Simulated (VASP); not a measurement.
Set up this calculation in VASP 6.6.1, as the native input.

- Task: single point
- Functional: PBEsol
- Potentials or basis: VASP PAW PBE potentials, release 64 (Sb)
- Cutoff: 520 eV
- k mesh: 9 × 9 × 9
- Occupations: fermi-dirac, width 0.05 eV
- Spin: no spin polarisation
- Dipole correction: no
- Further INCAR settings: ALGO = Normal; EDIFF = 1e-06; NBANDS = 12

The structure of Sb lies in POSCAR:

```
Sb
1.0
    2.0758155868      1.1532306756      3.6931162498
   -2.2253850772      1.2177486856      3.7576342598
   -0.0189105096     -2.5394593611      3.7812494904
Sb
2
Direct
    0.2336400000      0.2336400000      0.2336400000
    0.7663600000      0.7663600000      0.7663600000
```

This cell differs from its parent crystal: equal xy, yz and zx shear strains of -3 %.

These files were run (other wordings do the same):

INCAR

```
PREC = Accurate ; ENCUT = 520
EDIFF = 1E-6 ; ISMEAR = -1
SIGMA = 0.05 ; LREAL = F
LASPH = T ; NELM = 80
ALGO = Normal ; ISIF = 2
LWAVE = F ; LCHARG = T
GGA = PS ; LELF = T
LVHAR = T ; NBANDS = 12
```

KPOINTS

```
Automatic mesh
0
Gamma
  9 9 9
```

Potentials or basis: VASP PAW PBE potentials, release 64 (Sb).

The run is started by

```bash
$ cat potpaw_PBE.64/Sb/POTCAR > POTCAR
$ mpirun -np 1 vasp_std > vasp.out
```

Results of the run:

* Pressure: 0.7 GPa
* Largest force: 0.269 eV/Å
* Band gap on the k mesh: zero (bands 5 and 6 overlap by 0.11 eV)

Caveat: the cell differs from its parent crystal (equal xy, yz and zx shear strains of -3 %); the PAW data sets were made with another functional, which shifts forces and pressure a little; spin-orbit coupling is left out, which moves the levels of the heavy elements.

Wall time 3.6 min on 1 thread of Intel Xeon 8259CL, with other jobs on the host, peak memory 0.37 GiB.
